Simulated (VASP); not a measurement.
Set up this calculation in VASP 6.6.1, as the native input.

```yaml
Task: single point
Functional: LDA
Potentials_or_basis: VASP PAW LDA potentials, release 64 (Pb_d)
Cutoff: 520 eV
k_mesh: 14 × 14 × 14
Occupations: gaussian, width 0.05 eV
Spin: no spin polarisation
Dipole_correction: no
Further_INCAR_settings: ALGO = Normal; EDIFF = 1e-06; NBANDS = 13
```

The structure of Pb lies in POSCAR:

```
Pb
1.0
    0.0000000000      2.4750000000      2.4750000000
    2.4750000000      0.0000000000      2.4750000000
    2.4750000000      2.4750000000      0.0000000000
Pb
1
Direct
    0.0000000000      0.0000000000      0.0000000000
```

One way to write it, as run:

INCAR

```
SYSTEM = Pb
PREC     = Accurate       ! precision mode
ENCUT    = 520            ! plane-wave cutoff, eV
EDIFF    = 1E-6           ! SCF threshold, eV
ISMEAR   = 0              ! smearing method
SIGMA    = 0.05           ! smearing width, eV
LREAL    = .False.        ! projectors in reciprocal space
LASPH    = .True.         ! aspherical terms in the spheres
NELM     = 60             ! most SCF steps
ALGO     = Normal         ! electronic algorithm
ISIF     = 2              ! what is computed and relaxed
LWAVE    = .False.        ! write WAVECAR
LCHARG   = .False.        ! write CHGCAR
NBANDS   = 13             ! bands
```

KPOINTS

```
Automatic mesh
0
Gamma
  14 14 14
  0 0 0
```

Potentials or basis: VASP PAW LDA potentials, release 64 (Pb_d).

Command:

```bash
$ cat potpaw_LDA.64/Pb_d/POTCAR > POTCAR
$ mpirun -np 1 vasp_std > vasp.out
```

Results of the run:

* Pressure: -1.9 GPa
* Band gap on the k mesh: zero (band 7 reaches 14.36 eV, above the bottom of band 8 at 5.46 eV)

Caveat: spin-orbit coupling is left out, which moves the levels of the heavy elements.

Wall time 59 s on 1 thread of AMD EPYC 7R13 (shared host), peak memory 0.14 GiB.
